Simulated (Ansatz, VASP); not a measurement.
ZrP2O2 in VASP and in Ansatz

```
Zr P O
1.0
     3.25741    0.00000    0.00000
    -1.62871    2.82100    0.00000
     0.00000    0.00000   10.05788
Zr P O
1 2 2
Cartesian
  0.0000 0.0000 5.0289
  1.6287 0.9403 0.6221
  0.0000 1.8807 9.4358
  0.0000 1.8807 5.9972
  1.6287 0.9403 4.0606
```

Alike in both runs: functional PBE; dispersion D3(BJ); k mesh 12 × 12 × 4; occupations gaussian, width 0.02 eV; no spin polarisation.

Ansatz relaxed the structure, and its values are those at the end. VASP's run is a single point on that final structure, the one shown.

|  | VASP | Ansatz |
| --- | --- | --- |
| version | VASP 6.6.1 | Ansatz 0.2.0 |
| potentials or method | VASP PAW PBE potentials, release 64 (Zr_sv, P, O_h), cutoff 910 eV | scalar-relativistic, plane waves, PAW |
| valence electrons in the cell | 34 | 34 |

Ansatz gave:

| Quantity | Value |
| --- | --- |
| gap on the k mesh at the Fermi level (eV) | 1.85 |
| least direct gap on the mesh (eV) | 2.12 |
| rms of the force components (eV/Å) | 0.001 |

Question: Which values does VASP return?

Answer: gap on the k mesh at the Fermi level (eV): 1.89; least direct gap on the mesh (eV): 2.16; rms of the force components (eV/Å): 0.035.

Noted on VASP's run: the cutoff is short for stress, so the pressure is rough.
